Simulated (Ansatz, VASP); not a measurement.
## One calculation of Ag, two programs

```xyz
2
Lattice="2.9223 0.0000 0.0000 -1.4611 2.5308 0.0000 0.0000 0.0000 4.7017" Properties=species:S:1:pos:R:3 pbc="T T T"
Ag    0.0000    1.6872    1.1754
Ag    1.4611    0.8436    3.5262
```

Alike in both runs: task single point; functional PBEsol; k mesh 6 × 6 × 4; no spin polarisation.

```csv
,VASP,Ansatz
version,VASP 6.6.1,Ansatz 0.2.0
potentials or method,"VASP PAW PBE potentials, release 64 (Ag), cutoff 500 eV","scalar-relativistic, plane waves, PAW"
occupations,"fermi-dirac, width 0.1 eV",fermi-dirac
valence electrons in the cell,22,38
```

```csv
,VASP,Ansatz,Ansatz less VASP
gap on the k mesh at the Fermi level (eV),none,none,-
pressure (GPa),-3.8,-3.6,+0.12
"traceless stress, the component that is largest in VASP (GPa)",-0.61,-0.60,+0.018
```

VASP's potentials were made for PBE, not for PBEsol. A gap of «none» marks a metal or a gap that the smearing closes. VASP's potentials hold 22 valence electrons a cell and Ansatz's 38, so a difference there can come from the potentials and not from the codes.

The k mesh is coarse, so the values compare programs but aren't converged.
